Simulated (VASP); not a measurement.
Crystal: KCl.

```xyz
2
Lattice="3.7712 0.0000 0.0000 0.0000 3.7712 0.0000 0.0000 0.0000 3.7712" Properties=species:S:1:pos:R:3 pbc="T T T"
K     0.0000    0.0000    0.0000
Cl    1.8856    1.8856    1.8856
```

Base run:

```yaml
Program: VASP 6.6.1
Functional: r2SCAN
Potentials_or_basis: VASP PAW PBE potentials, release 64 (K_sv, Cl)
Cutoff: 520 eV
k_mesh: 8 × 8 × 8
Occupations: gaussian, width 0.01 eV
Spin: no spin polarisation
```

Its results: band gap on the k mesh 5.81 eV, indirect (least direct gap 6.02 eV); pressure 0.0 GPa.

Q: The run is repeated on the same cell with these changes: functional from r2SCAN to LDA; potentials or basis from VASP PAW PBE potentials, release 64 (K_sv, Cl) to VASP PAW LDA potentials, release 64 (K_sv, Cl). What comes out?

A: Band gap on the k mesh 4.59 eV, indirect (least direct gap 4.82 eV); pressure -2.4 GPa.

Caveats: the PAW data sets were made with another functional, which shifts forces and pressure a little (some runs).

A k mesh can miss the band edges.
